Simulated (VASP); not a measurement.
# ReSe (Immm) in VASP: single point with r2SCAN

Aim: the single point of ReSe with r2SCAN.

All numbers are computed with VASP 6.6.1; they aren't measurements. Logs are shortened: lines on timing, memory, paths and dates and some standing lists are left out, and cuts for length are marked.

## Step 1: The cell of the first run

Symmetry: Immm, No. 71, orthorhombic system. The conventional cell has a = 3.669 Å, b = 3.743 Å, c = 5.242 Å, α = 90.00°, β = 90.00°, γ = 90.00°. Re (site symmetry mmm) has 6 Se at 2.62 Å within 3.5 Å. Se (site symmetry mmm) has 6 Re at 2.62 Å within 3.5 Å.

## Step 2: Single point, r2SCAN, collinear spin

Contents of POSCAR:

```
ReSe
1.0
    0.0000000000      2.5945479667      2.5945479667
    2.6207555219     -0.0262075552      2.6207555219
    2.6207555219      2.6207555219     -0.0262075552
Re Se
1 1
Direct
    0.5000000000      0.5000000000      0.5000000000
    0.0000000000      0.0000000000      0.0000000000
```

Contents of INCAR.step1:

```
PREC     = Accurate       # precision mode
ENCUT    = 520            # plane-wave cutoff, eV
ISMEAR   = 0              # smearing method
SIGMA    = 0.05           # smearing width, eV
LREAL    = F              # projectors in reciprocal space
LASPH    = T              # aspherical terms in the spheres
NELM     = 150            # most SCF steps
ISPIN    = 2              # spin polarisation
MAGMOM   = 1.95 0         # initial moments
LMAXMIX  = 4              # l up to which the mixer works
NBANDS   = 18             # bands
GGA      = PE             # functional
ALGO     = Normal         # electronic algorithm
EDIFF    = 1E-4           # SCF threshold, eV
LWAVE    = T              # write WAVECAR
LCHARG   = F              # write CHGCAR
```

Contents of INCAR.step2:

```
PREC     = Accurate       # precision mode
ENCUT    = 520            # plane-wave cutoff, eV
EDIFF    = 1E-6           # SCF threshold, eV
ISMEAR   = 0              # smearing method
SIGMA    = 0.05           # smearing width, eV
LREAL    = F              # projectors in reciprocal space
LASPH    = T              # aspherical terms in the spheres
NELM     = 150            # most SCF steps
ALGO     = Normal         # electronic algorithm
ISIF     = 2              # what is computed and relaxed
LWAVE    = F              # write WAVECAR
LCHARG   = T              # write CHGCAR
ISPIN    = 2              # spin polarisation
MAGMOM   = 1.95 0         # initial moments
LORBIT   = 11             # projections on sites
LMAXMIX  = 4              # l up to which the mixer works
METAGGA  = R2SCAN         # meta-GGA
LMIXTAU  = T            
LELF     = T              # ELF
LVHAR    = T            
NBANDS   = 18             # bands
ISTART   = 1
```

Contents of KPOINTS:

```
Automatic mesh
0
Gamma
  12 12 12
```

Potentials or basis: VASP PAW PBE potentials, release 64 (Re, Se).

Started as:

```console
> cat potpaw_PBE.64/Re/POTCAR potpaw_PBE.64/Se/POTCAR > POTCAR
> cp INCAR.step1 INCAR
> mpirun -np 1 vasp_std > vasp.out
> cp INCAR.step2 INCAR
> mpirun -np 1 vasp_std > vasp.out
```

OUTCAR:

```text
PREC = Accurate
   ENCUT = 520
   EDIFF = 1E-6
   ISMEAR = 0
   LREAL = F
   LASPH = T
   NELM = 150
   ISIF = 2
   ISPIN = 2
   LORBIT = 11
   METAGGA = R2SCAN
   ISTART = 1

 ion  position               nearest neighbor table
   1  0.500  0.500  0.500-   2 2.62   2 2.62   2 2.62   2 2.62   2 2.62   2 2.62
   2  0.000  0.000  0.000-   1 2.62   1 2.62   1 2.62   1 2.62   1 2.62   1 2.62

  LATTYP: Found a body centered orthorhombic cell.
 ALAT       =     3.6692449227
 B/A-ratio  =     1.0202020202
 C/A-ratio  =     1.4284985478

  Lattice vectors:

 A1 = (  -2.6207555219,   0.0262075552,  -2.6207555219)
 A2 = (  -2.6207555219,  -0.0262075552,   2.6207555219)
 A3 = (   2.6207555219,   2.6207555219,  -0.0262075552)

Analysis of symmetry for initial positions (statically):
=====================================================================
 Subroutine PRICEL returns:
 Original cell was already a primitive cell.

 Routine SETGRP: Setting up the symmetry group for a
 body centered orthorhombic supercell.

 Subroutine GETGRP returns: Found  8 space group operations
 (whereof  8 operations were pure point group operations)
 out of a pool of  8 trial point group operations.

The static configuration has the point symmetry D_2h.

Analysis of symmetry for dynamics (positions and initial velocities):
=====================================================================
 Subroutine PRICEL returns:
 Original cell was already a primitive cell.

 Routine SETGRP: Setting up the symmetry group for a
 body centered orthorhombic supercell.

 Subroutine GETGRP returns: Found  8 space group operations
 (whereof  8 operations were pure point group operations)
 out of a pool of  8 trial point group operations.

The dynamic configuration has the point symmetry D_2h.

Analysis of structural, dynamic, and magnetic symmetry:
=====================================================================
 Subroutine PRICEL returns:
 Original cell was already a primitive cell.

 Routine SETGRP: Setting up the symmetry group for a
 body centered orthorhombic supercell.

 Subroutine GETGRP returns: Found  8 space group operations
 (whereof  8 operations were pure point group operations)
 out of a pool of  8 trial point group operations.

The overall configuration has the point symmetry D_2h.

 Subroutine INISYM returns: Found  8 space group operations
 (whereof  8 operations are pure point group operations),
 and found     1 'primitive' translations

----------------------------------------------------------------------------------------

[... 116 lines left out ...]
   LORBIT       =     11    0 simple, 1 ext, 2 COOP (PROOUT), +10 PAW based schemes
   METAGGA = R2SCAN    functional components
   LHFCALC =     F    Hartree Fock is set to
   AEXX    =    0.0000 exact exchange contribution
   IVDW    =     0    specifies the selected vdW correction
   LEPSILON=     F    determine dielectric tensor
   LRPA    =     F    only Hartree local field effects (RPA)
 spin polarized calculation
 Gauss-broadening in eV      SIGMA  =   0.05
  energy-cutoff  :      520.00
  volume of cell :       36.00
 maximum number of plane-waves:       982
   NGX = 13   NGY = 13   NGZ = 13

 number of electron      13.0000000 magnetization       2.3156943

 Free energy of the ion-electron system (eV)
  ---------------------------------------------------
  ext. energy  EPLUGINS =         0.00000000
  ---------------------------------------------------
  free energy    TOTEN  =       -64.39922409 eV

  energy without entropy =      -64.39750966  energy(sigma->0) =      -64.39836688

 E-fermi :   7.1783     XC(G=0): -12.3924

 val. band max:        7.1656275474   @ k =   0.5000  -0.1667   0.1667
 cond. band min:       7.1820370444   @ k =   0.0000  -0.4167   0.3333
 fundamental gap:      0.0164094970
 Fermi energy:         7.1782893256

 spin component 1

 k-point     1 :       0.0000    0.0000    0.0000
  band No.  band energies     occupation
      1      -9.8961      1.00000
      2       3.7348      1.00000
      3       3.8035      1.00000
      4       3.8828      1.00000
      5       4.4616      1.00000
      6       4.5379      1.00000
[... 493 lines left out ...]
     17      25.0481      0.00000
     18      26.2027      0.00000

 [... further k-points ...]

 spin component 2

 k-point     1 :       0.0000    0.0000    0.0000
  band No.  band energies     occupation
      1      -9.7806      1.00000
      2       4.5069      1.00000
      3       4.5909      1.00000
      4       4.6820      1.00000
      5       5.6036      1.00000
      6       5.6669      1.00000
[... 493 lines left out ...]
     17      25.6468      0.00000
     18      26.8837      0.00000

 [... further k-points ...]

------------------------ aborting loop because EDIFF is reached ----------------------------------------

  FORCE on cell =-STRESS in cart. coord.  units (eV):
  Direction    XX          YY          ZZ          XY          YZ          ZX
  --------------------------------------------------------------------------------------
  -------------------------------------------------------------------------------------
  Total        0.1058885      0.1118520      0.1118520      0.0000000      0.0605069      0.0000000
  in kB        4.7129541      4.9783830      4.9783830      0.0000000      2.6930826      0.0000000
  external PRESSURE =       4.8899067 kB  Pullay stress =       0.0000000 kB

 VOLUME and BASIS-vectors are now :
 -----------------------------------------------------------------------------
  energy-cutoff  :      520.00
  volume of cell :       36.00
      direct lattice vectors                 reciprocal lattice vectors
     0.000000000  2.594547967  2.594547967    -0.190784679  0.192711797  0.192711797
     2.620755522 -0.026207555  2.620755522     0.190784679 -0.188895721  0.188895721
     2.620755522  2.620755522 -0.026207555     0.190784679  0.188895721 -0.188895721

 POSITION                                       TOTAL-FORCE (eV/Angst)
 -----------------------------------------------------------------------------------
      2.62076      2.59455      2.59455         0.000000     -0.000000     -0.000000
      0.00000      0.00000      0.00000         0.000000      0.000000      0.000000
 -----------------------------------------------------------------------------------
    total drift:                                0.000000      0.000000      0.000000

  FREE ENERGIE OF THE ION-ELECTRON SYSTEM (eV)
  ---------------------------------------------------
  free  energy   TOTEN  =       -64.3992240921 eV

  energy  without entropy=      -64.3975096645  energy(sigma->0) =      -64.39836688

 total charge

# of ion       s       p       d       tot
------------------------------------------
    1        0.456   0.329   4.941   5.726
    2        1.426   2.393   0.138   3.957
--------------------------------------------------
tot          1.882   2.721   5.079   9.683

 magnetization (x)

# of ion       s       p       d       tot
------------------------------------------
    1        0.120   0.020   2.108   2.248
    2        0.013   0.006   0.018   0.037
--------------------------------------------------
tot          0.134   0.026   2.125   2.285
```

Wall time 37 min (1 thread of Intel Xeon 8259CL, shared host); peak memory 0.41 GiB.

What came out:

```
Free energy                                           : -64.3992 eV
Pressure                                              : 0.5 GPa
Net moment                                            : 2.32 μB per cell
Site moments                                          : Re +2.25; Se +0.04 μB
Valence electrons inside the program's atomic spheres : Re 5.73; Se 3.96
```

Caveat: the PAW data sets were made with another functional, which shifts forces and pressure a little; spin-orbit coupling is left out, which moves the levels of the heavy elements.
